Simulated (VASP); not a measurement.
# Tm3ZrO: relaxation of cell and atoms with PBE

Tm3ZrO:

```
CELL_PARAMETERS angstrom
4.74289 0.00000 0.00000
0.00000 4.74289 0.00000
0.00000 0.00000 4.74289
ATOMIC_POSITIONS crystal
Tm 0.50000 0.50000 0.00000
Tm 0.00000 0.50000 0.50000
Tm 0.50000 0.00000 0.50000
Zr 0.00000 0.00000 0.00000
O 0.50000 0.50000 0.50000
```

The cell was built from a structure type or drawn by symmetry, and may not be a known phase.

```yaml
Program: VASP 6.6.1
Task: relaxation of cell and atoms
Functional: PBE
Potentials_or_basis: VASP PAW PBE potentials, release 64 (Tm_3, Zr_sv, O), 4f in core
Cutoff: 600 eV
k_mesh: 8 × 8 × 8
Occupations: gaussian, width 0.1 eV
Spin: no spin polarisation
Dipole_correction: no
Mended: yes
Further_INCAR_settings: ALGO = Normal; EDIFF = 1e-07; IBRION = 2; EDIFFG = -0.01; NSW = 100; ISIF = 3
```

```yaml
Relaxed_volume: 21.59 Å³/atom
Relaxed_cell: a = 4.762 Å, b = 4.762 Å, c = 4.762 Å, α = 90.00°, β = 90.00°, γ = 90.00°
Space_group_after_relaxing_to_0.1_Å: Pm-3m (No. 221)
Energy_gained_by_relaxing: 0.7 meV/atom
Ionic_steps: 3
Pressure_after_relaxing: 0.0 GPa
Band_gap_on_the_k_mesh: zero (an odd number of electrons rules out a gap without spin polarisation)
```

The path:
| step | energy change (eV) | largest force (eV/Å) | pressure (GPa) | volume (Å³) |
| --- | --- | --- | --- | --- |
| 1 | 0.0000 | 0.0000 | 0.94 | 106.69 |
| 2 | -0.0027 | 0.0000 | -0.48 | 108.64 |
| 3 | -0.0037 | 0.0000 | -0.01 | 107.97 |

Final structure:
```
CELL_PARAMETERS angstrom
4.76170 0.00000 0.00000
0.00000 4.76170 0.00000
0.00000 0.00000 4.76170
ATOMIC_POSITIONS crystal
Tm 0.50000 0.50000 0.00000
Tm 0.00000 0.50000 0.50000
Tm 0.50000 0.00000 0.50000
Zr 0.00000 0.00000 0.00000
O 0.50000 0.50000 0.50000
```

Levels at points of the mesh, in eV from the Fermi level:
```csv
k point,band 20,band 21,band 22,band 23,band 24,band 25,band 26,band 27
"(0.00, 0.00, 0.00)",-2.28,-1.33,-1.33,-1.33,1.80,1.80,1.80,3.46
"(0.50, 0.00, 0.00)",-1.08,-0.24,0.04,0.30,0.30,0.63,0.63,1.66
"(0.50, 0.50, 0.00)",-1.17,-1.17,0.04,0.04,0.26,0.40,1.50,1.50
"(0.50, 0.50, 0.50)",-1.42,-1.42,0.93,0.93,0.93,1.23,1.23,2.08
```

It took 3.6 min on 1 thread of Intel(R) Xeon(R) 6975P-C (Granite Rapids), on a shared host, peak memory 0.32 GiB.

Caveat: spin-orbit coupling is left out, which moves the levels of the heavy elements; the 4f electrons are frozen in the core, so they carry no moment and show no levels; an odd number of electrons without spin polarisation forces a metal; a magnetic or distorted state may lie lower; the run has no spin polarisation, though such a crystal can be magnetic. With open d or f shells a metallic result of PBE can be an artefact of self-interaction; +U or a hybrid may open a gap.
